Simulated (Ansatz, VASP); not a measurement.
SrCl2: VASP beside Ansatz

```xyz
3
Lattice="0.0000 3.3461 3.2067 3.3461 0.0000 3.2067 3.3461 3.3461 0.0000" Properties=species:S:1:pos:R:3 pbc="T T T"
Sr    0.0000    0.0000    0.0000
Cl    1.6730    1.6730    1.6033
Cl    5.0191    5.0191    4.8100
```

Change from the starting cell: strain -0.040 along x and y, -0.080 along z, atoms carried along.

Alike in both runs: task single point; functional LDA; k mesh 6 × 6 × 6; occupations gaussian, width 0.05 eV; no spin polarisation.

|  | VASP | Ansatz |
| --- | --- | --- |
| version | VASP 6.6.1 | Ansatz 0.2.0 |
| potentials or method | VASP PAW LDA potentials, release 64 (Sr_sv, Cl), cutoff 520 eV | scalar-relativistic, plane waves, PAW |
| valence electrons in the cell | 24 | 24 |

```csv
,VASP,Ansatz,Ansatz less VASP
gap on the k mesh at the Fermi level (eV),4.74,4.75,+0.007
least direct gap on the mesh (eV),4.77,4.78,+0.006
pressure (GPa),5.2,4.9,-0.27
"traceless stress, the component that is largest in VASP (GPa)",1.92,1.94,+0.016
```

LDA's correlation is that of Perdew and Zunger in VASP and of Perdew and Wang (1992) in Ansatz.
